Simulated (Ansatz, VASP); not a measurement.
## Two plane-wave programs on FeS2

Contents of INCAR:

```
PREC = Accurate
ENCUT = 600
EDIFF = 1E-6
ISMEAR = 0
SIGMA = 0.01
LREAL = F
LASPH = T
NELM = 120
ALGO = Normal
ISIF = 2
LWAVE = F
LCHARG = F
GGA = PE
NBANDS = 29
GGA_COMPAT = F
```

KPOINTS

```
Automatic mesh
0
Gamma
  4 4 6
```

Contents of POSCAR:

```
FeS2
1.0
    4.4308093927      0.0000000000      0.0000000000
    0.0000000000      5.4005595620      0.0000000000
    0.0000000000      0.0000000000      3.3792367813
Fe S
2 4
Direct
    0.5000000000      0.5000000000      0.5000000000
    0.0000000000      0.0000000000      0.0000000000
    0.2990463069      0.8778422770      0.5000000000
    0.7009536931      0.1221577230      0.5000000000
    0.2009536931      0.3778422770      0.0000000000
    0.7990463069      0.6221577230      0.0000000000
```

Input for Ansatz:

```yaml
crystal:
  lattice:
    - [4.4308093927, 0.0, 0.0]
    - [0.0, 5.400559562, 0.0]
    - [0.0, 0.0, 3.3792367813]
  atoms:
    - { symbol: Fe, position: [0.5, 0.5, 0.5] }
    - { symbol: Fe, position: [0.0, 0.0, 0.0] }
    - { symbol: S, position: [0.2990463069, 0.877842277, 0.5] }
    - { symbol: S, position: [0.7009536931, 0.122157723, 0.5] }
    - { symbol: S, position: [0.2009536931, 0.377842277, 0.0] }
    - { symbol: S, position: [0.7990463069, 0.622157723, 0.0] }
kpoints:
  mp_grid: { grid: [4, 4, 6] }
hamiltonian:
  xc: pbe
scf:
  occupations: { method: fixed }
  n_extra_bands: 5
output:
  forces: true
  stress: true
  eigenvalues: true
```

Alike in both runs: task single point; functional PBE; k mesh 4 × 4 × 6; no spin polarisation.

|  | VASP | Ansatz |
| --- | --- | --- |
| version | VASP 6.6.1 | Ansatz 0.2.0 |
| potentials or method | VASP PAW PBE potentials, release 64 (Fe, S) | plane waves, PAW |
| plane-wave cutoff (eV) | 600 | 420 |
| occupations | gaussian, width 0.01 eV | fixed |
| valence electrons in the cell | 40 | 56 |

Ansatz gave:

- gap on the k mesh at the Fermi level (eV): 0.94
- pressure (GPa): 0.8
- traceless stress, the component that is largest in VASP (GPa): -0.35
- rms of the force components (eV/Å): 0.156

Problem. Estimate VASP's values.

Solution. gap on the k mesh at the Fermi level (eV): 0.92; pressure (GPa): 0.9; traceless stress, the component that is largest in VASP (GPa): -0.20; rms of the force components (eV/Å): 0.118.

Atom by atom the forces differ by 0.038 eV/Å (rms over components). VASP's potentials hold 40 valence electrons a cell and Ansatz's 56, so a difference there can come from the potentials and not from the codes.
